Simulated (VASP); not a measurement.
# Ni (Im-3m) in VASP: further runs, part 2 of 2

VASP 6.6.1. The steps go on from the part before.

## 4. Single point, PBE+D3(BJ)+U, collinear spin, ferromagnetic start

INCAR reads:

```
PREC = Accurate
ENCUT = 520
EDIFF = 1E-6
ISMEAR = 1
SIGMA = 0.05
LREAL = False
LASPH = True
NELM = 150
ALGO = Normal
ISIF = 2
LWAVE = False
LCHARG = False
ISPIN = 2
MAGMOM = 1
LORBIT = 11
LMAXMIX = 4
LDAU = True
LDAUTYPE = 2
LDAUL = 2
LDAUU = 2
LDAUJ = 0
LDAUPRINT = 1
GGA = PE
IVDW = 12
NBANDS = 15
```

KPOINTS reads:

```
Automatic mesh
0
Gamma
  13 13 13
```

POSCAR reads:

```
Ni
1.0
   -1.3837154700      1.3837154700      1.3837154700
    1.3837154700     -1.3837154700      1.3837154700
    1.3837154700      1.3837154700     -1.3837154700
Ni
1
Direct
    0.0000000000      0.0000000000      0.0000000000
```

Potentials or basis: VASP PAW PBE potentials, release 64 (Ni).

Command:

```
> cat potpaw_PBE.64/Ni/POTCAR > POTCAR
> mpirun -np 1 vasp_std > vasp.out
```

OUTCAR:

```text
PREC = Accurate
   ENCUT = 520
   EDIFF = 1E-6
   ISMEAR = 1
   LREAL = False
   LASPH = True
   NELM = 150
   ISIF = 2
   ISPIN = 2
   LORBIT = 11
   GGA = PE
   IVDW = 12
 IVDW          = 12

 ion  position               nearest neighbor table
   1  0.000  0.000  0.000-

  LATTYP: Found a body centered cubic cell.
 ALAT       =     2.7674309400

  Lattice vectors:

 A1 = (  -1.3837154700,   1.3837154700,   1.3837154700)
 A2 = (   1.3837154700,  -1.3837154700,   1.3837154700)
 A3 = (   1.3837154700,   1.3837154700,  -1.3837154700)

Analysis of symmetry for initial positions (statically):
=====================================================================
 Subroutine PRICEL returns:
 Original cell was already a primitive cell.

 Routine SETGRP: Setting up the symmetry group for a
 body centered cubic supercell.

 Subroutine GETGRP returns: Found 48 space group operations
 (whereof 48 operations were pure point group operations)
 out of a pool of 48 trial point group operations.

The static configuration has the point symmetry O_h .

Analysis of symmetry for dynamics (positions and initial velocities):
=====================================================================
 Subroutine PRICEL returns:
 Original cell was already a primitive cell.

 Routine SETGRP: Setting up the symmetry group for a
 body centered cubic supercell.

 Subroutine GETGRP returns: Found 48 space group operations
 (whereof 48 operations were pure point group operations)
 out of a pool of 48 trial point group operations.

The dynamic configuration has the point symmetry O_h .

Analysis of structural, dynamic, and magnetic symmetry:
=====================================================================
 Subroutine PRICEL returns:
 Original cell was already a primitive cell.

 Routine SETGRP: Setting up the symmetry group for a
 body centered cubic supercell.

 Subroutine GETGRP returns: Found 48 space group operations
 (whereof 48 operations were pure point group operations)
 out of a pool of 48 trial point group operations.

The overall configuration has the point symmetry O_h .

 Subroutine INISYM returns: Found 48 space group operations
 (whereof 48 operations are pure point group operations),
 and found     1 'primitive' translations

----------------------------------------------------------------------------------------

                                     Primitive cell

  volume of cell :      10.5974

  direct lattice vectors                    reciprocal lattice vectors
    -1.383715470  1.383715470  1.383715470     0.000000000  0.361345964  0.361345964
     1.383715470 -1.383715470  1.383715470     0.361345964  0.000000000  0.361345964
     1.383715470  1.383715470 -1.383715470     0.361345964  0.361345964  0.000000000

  length of vectors
     2.396665497  2.396665497  2.396665497     0.511020363  0.511020363  0.511020363

  position of ions in fractional coordinates (direct lattice)
     0.000000000  0.000000000  0.000000000

  ion indices of the primitive-cell ions
   primitive index   ion index
                 1           1
[... 108 lines left out ...]
 Methfessel and Paxton  Order N= 1 SIGMA  =   0.05
  energy-cutoff  :      520.00
  volume of cell :       10.60
 maximum number of plane-waves:       321
 NGX is ok and might be reduce to    18

atom =   1  type =  1  l = 2

 onsite density matrix

spin component  1

  0.9105 -0.0000 -0.0000 -0.0000  0.0000
 -0.0000  0.9105 -0.0000  0.0000 -0.0000
 -0.0000 -0.0000  0.9169  0.0000  0.0000
 -0.0000  0.0000  0.0000  0.9105 -0.0000
  0.0000 -0.0000  0.0000 -0.0000  0.9169

spin component  2

  0.7138 -0.0000 -0.0000 -0.0000  0.0000
 -0.0000  0.7138  0.0000  0.0000 -0.0000
 -0.0000  0.0000  0.8774 -0.0000  0.0000
 -0.0000  0.0000 -0.0000  0.7138 -0.0000
  0.0000 -0.0000  0.0000 -0.0000  0.8774

 occupancies and eigenvectors

  o =  0.7138  v =  0.0000  0.0000  0.0000  0.0000  0.0000  0.0000 -0.9992 -0.0000 -0.0410  0.0000      0.0000  0.0000  0.0000  0.0000  0.0000  0.0000  0.0000  0.0000  0.0000  0.0000
  o =  0.7138  v =  0.0000  0.0000  0.0000  0.0000  0.0000  0.0000  0.0410 -0.0000 -0.9992 -0.0000      0.0000  0.0000  0.0000  0.0000  0.0000  0.0000  0.0000  0.0000  0.0000  0.0000
  o =  0.7138  v =  0.0000  0.0000  0.0000  0.0000  0.0000  1.0000  0.0000  0.0000  0.0000  0.0000      0.0000  0.0000  0.0000  0.0000  0.0000  0.0000  0.0000  0.0000  0.0000  0.0000
  o =  0.8774  v =  0.0000  0.0000  0.0000  0.0000  0.0000  0.0000 -0.0000  0.1000  0.0000 -0.9950      0.0000  0.0000  0.0000  0.0000  0.0000  0.0000  0.0000  0.0000  0.0000  0.0000
  o =  0.8774  v =  0.0000  0.0000  0.0000  0.0000  0.0000  0.0000  0.0000 -0.9950  0.0000 -0.1000      0.0000  0.0000  0.0000  0.0000  0.0000  0.0000  0.0000  0.0000  0.0000  0.0000
  o =  0.9105  v =  0.0000  0.8898  0.0000 -0.4564 -0.0000  0.0000  0.0000  0.0000  0.0000  0.0000      0.0000  0.0000  0.0000  0.0000  0.0000  0.0000  0.0000  0.0000  0.0000  0.0000
  o =  0.9105  v =  0.0000 -0.4564 -0.0000 -0.8898 -0.0000  0.0000  0.0000  0.0000  0.0000  0.0000      0.0000  0.0000  0.0000  0.0000  0.0000  0.0000  0.0000  0.0000  0.0000  0.0000
  o =  0.9105  v =  1.0000  0.0000  0.0000  0.0000  0.0000  0.0000  0.0000  0.0000  0.0000  0.0000      0.0000  0.0000  0.0000  0.0000  0.0000  0.0000  0.0000  0.0000  0.0000  0.0000
  o =  0.9169  v =  0.0000 -0.0000 -0.5755  0.0000 -0.8178  0.0000  0.0000  0.0000  0.0000  0.0000      0.0000  0.0000  0.0000  0.0000  0.0000  0.0000  0.0000  0.0000  0.0000  0.0000
  o =  0.9169  v =  0.0000 -0.0000  0.8178 -0.0000 -0.5755  0.0000  0.0000  0.0000  0.0000  0.0000      0.0000  0.0000  0.0000  0.0000  0.0000  0.0000  0.0000  0.0000  0.0000  0.0000

 number of electron      10.0000004 magnetization       0.6257479

 Free energy of the ion-electron system (eV)
  ---------------------------------------------------
  ext. energy  EPLUGINS =         0.00000000
  ---------------------------------------------------
  free energy    TOTEN  =        -4.09690467 eV

  energy without entropy =       -4.09692793  energy(sigma->0) =       -4.09691242

 E-fermi :   9.3060     XC(G=0): -13.3678

 val. band max:        9.3050186756   @ k =  -0.3846   0.3846   0.3846
 cond. band min:       9.3152026045   @ k =   0.3846   0.1538   0.0000
 fundamental gap:      0.0101839288
 Fermi energy:         9.3060267003

 spin component 1

 k-point     1 :       0.0000    0.0000    0.0000
  band No.  band energies     occupation
      1       0.5791      1.00000
      2       6.5927      1.00000
      3       6.5927      1.00000
      4       6.5927      1.00000
      5       8.1422      1.00000
      6       8.1422      1.00000
      7      36.3749      0.00000
      8      36.3749      0.00000
      9      36.3749      0.00000
     10      40.8205      0.00000
     11      40.8205      0.00000
     12      41.9516      0.00000
[... 841 lines left out ...]
      4       8.7218      1.00000
      5       8.8122      1.00000
      6       9.9667     -0.00000
      7      23.0096      0.00000
      8      27.5283      0.00000
      9      29.1552      0.00000
     10      37.6520      0.00000
     11      41.2192      0.00000
     12      44.1124      0.00000
     13      46.0680      0.00000
     14      49.5289      0.00000
     15      52.7653      0.00000

 [... further k-points ...]

------------------------ aborting loop because EDIFF is reached ----------------------------------------

 Edisp (eV)   -0.47560

 E8    (eV) :    -0.2056

  FORCE on cell =-STRESS in cart. coord.  units (eV):
  Direction    XX          YY          ZZ          XY          YZ          ZX
  --------------------------------------------------------------------------------------
  -------------------------------------------------------------------------------------
  Total      -0.26584    -0.26584    -0.26584    -0.00000    -0.00000     0.00000
  in kB     -40.19117   -40.19117   -40.19117    -0.00000    -0.00000     0.00000
  external pressure =      -40.19 kB  Pullay stress =        0.00 kB

 VOLUME and BASIS-vectors are now :
 -----------------------------------------------------------------------------
  energy-cutoff  :      520.00
  volume of cell :       10.60
      direct lattice vectors                 reciprocal lattice vectors
    -1.383715470  1.383715470  1.383715470     0.000000000  0.361345964  0.361345964
     1.383715470 -1.383715470  1.383715470     0.361345964  0.000000000  0.361345964
     1.383715470  1.383715470 -1.383715470     0.361345964  0.361345964  0.000000000

 POSITION                                       TOTAL-FORCE (eV/Angst)
 -----------------------------------------------------------------------------------
      0.00000      0.00000      0.00000        -0.000000      0.000000      0.000000
 -----------------------------------------------------------------------------------
    total drift:                                0.000000      0.000000      0.000000

  FREE ENERGIE OF THE ION-ELECTRON SYSTEM (eV)
  ---------------------------------------------------
  free  energy   TOTEN  =        -4.5725004662 eV

  energy  without entropy=       -4.5725237201  energy(sigma->0) =       -4.57250822

 total charge

# of ion       s       p       d       tot
------------------------------------------
    1        0.496   0.479   8.433   9.408

 magnetization (x)

# of ion       s       p       d       tot
------------------------------------------
    1       -0.008  -0.023   0.671   0.640
```

stdout:

```text
POSCAR found type information on POSCAR Ni
 POSCAR found :  1 types and       1 ions
 scaLAPACK will be used
 LDA part: xc-table for (Slater+PW92), standard interpolation
 POSCAR, INCAR and KPOINTS ok, starting setup
 FFT: planning ... GRIDC
 FFT: planning ... GRID_SOFT
 FFT: planning ... GRID
 WAVECAR not read
 entering main loop
```

Wall time 46 s (1 thread of Intel Xeon 6975P-C, shared host); peak memory 0.15 GiB.

Results:

| Quantity | Value |
| --- | --- |
| Free energy | -4.5725 eV |
| Pressure | -4.0 GPa |
| Net moment | 0.63 μB per cell |
| Site moments | Ni +0.64 μB |
| Valence electrons inside the program's atomic spheres | Ni 9.41 |
| Dispersion energy per atom | -0.476 eV |

Eigenvalues of the final occupation matrices:
| site | spin | trace | eigenvalues |
| --- | --- | --- | --- |
| site 1 d | 1 | 4.57 | 0.91 0.91 0.91 0.92 0.92 |
| site 1 d | 2 | 3.90 | 0.71 0.71 0.71 0.88 0.88 |

Caveat: three body term missing; pairwise dispersion overbinds metals, which lowers pressure and volume; the U is typed as a test and isn't derived for this compound. The state reached can hang on the start; a lower one may exist.

## 5. Single point, PBE+D3(BJ)+U, collinear spin, ferromagnetic start

This run uses another cell than the first one, of 10.71 Å³/atom, 1.010 times its volume.

INCAR reads:

```
PREC = Accurate ; ENCUT = 520
EDIFF = 1E-6 ; ISMEAR = 1
SIGMA = 0.05 ; LREAL = F
LASPH = T ; NELM = 150
ALGO = Normal ; ISIF = 2
LWAVE = F ; LCHARG = T
ISPIN = 2 ; MAGMOM = 1
LORBIT = 11 ; LMAXMIX = 4
LDAU = T ; LDAUTYPE = 2
LDAUL = 2 ; LDAUU = 2
LDAUJ = 0 ; LDAUPRINT = 1
GGA = PE ; IVDW = 12
LELF = T ; LVHAR = T
NBANDS = 15
```

KPOINTS is that of step 4.

POSCAR reads:

```
Ni
1.0
   -1.3884686354      1.3884686354      1.3884686354
    1.3884686354     -1.3884686354      1.3884686354
    1.3884686354      1.3884686354     -1.3884686354
Ni
1
Direct
    0.0000000000      0.0000000000      0.0000000000
```

Command:

```
> cat potpaw_PBE.64/Ni/POTCAR > POTCAR
> mpirun -np 1 vasp_std > vasp.out
```

Wall time 50 s (1 thread of Intel Xeon 6975P-C, shared host); peak memory 0.15 GiB.

The run converged. Its results:

- Free energy: -4.5691 eV
- Pressure: -5.8 GPa
- Net moment: 0.63 μB per cell
- Site moments: Ni +0.65 μB
- Valence electrons inside the program's atomic spheres: Ni 9.39
- Dispersion energy per atom: -0.471 eV

Levels at points of the mesh, in eV from the Fermi level:
Spin up:
```csv
k point,band 2,band 3,band 4,band 5,band 6,band 7,band 8,band 9
"(0.00, 0.00, 0.00)",-2.69,-2.69,-2.69,-1.16,-1.16,26.96,26.96,26.96
```
Spin down:
```
           k point  band 1  band 2  band 3  band 4  band 5  band 6  band 7  band 8  band 9  band 10
(0.00, 0.00, 0.00)   -8.70   -1.49   -1.49   -1.49   -0.59   -0.59   26.81   26.81   26.81    31.28
```

Eigenvalues of the final occupation matrices:
| site | spin | trace | eigenvalues |
| --- | --- | --- | --- |
| site 1 d | 1 | 4.57 | 0.91 0.91 0.91 0.92 0.92 |
| site 1 d | 2 | 3.89 | 0.71 0.71 0.71 0.88 0.88 |

Caveat: three body term missing; pairwise dispersion overbinds metals, which lowers pressure and volume; the U is typed as a test and isn't derived for this compound. The state reached can hang on the start; a lower one may exist.

## 6. Summary

| level | U | cell | smearing | gap on the mesh (eV) | pressure (GPa) | moment (μB) |
| --- | --- | --- | --- | --- | --- | --- |
| PBE+D4+U | Ni d U = 1.0 eV | a = 2.397 Å, angles 109.5°, 1 atom | tetrahedron | none | -1.7 | 0.53 |
| revPBE+D3(BJ)+U | Ni d U = 5.0 eV | a = 2.397 Å, angles 109.5°, 1 atom | tetrahedron | none | -12.9 | 0.64 |
| PBE+D3(BJ)+U | Ni d U = 2.0 eV | a = 2.397 Å, angles 109.5°, 1 atom | methfessel-paxton 0.05 eV | none | -4.0 | 0.63 |
| PBE+D3(BJ)+U | Ni d U = 2.0 eV | a = 2.405 Å, angles 109.5°, 1 atom | methfessel-paxton 0.05 eV | none | -5.8 | 0.63 |

Alike in all rows: task single point; potentials or basis VASP PAW PBE potentials, release 64 (Ni); spin collinear, ferromagnetic start; k mesh 13 × 13 × 13; cutoff (eV) 520.

Every run on the cell as given and a fine mesh finds a metal. The pressure there spans -12.9 GPa (revPBE+D3(BJ)+U) to -1.7 GPa (PBE+D4+U); a positive pressure means that this level wants a larger cell, a negative one a smaller.

Caveats: pairwise dispersion overbinds metals, which lowers pressure and volume; the U is typed as a test and isn't derived for this compound; three body term missing (some runs); the PAW data sets were made with another functional, which shifts forces and pressure a little (some runs).

Absolute energies hang on the potentials; compare differences alone.
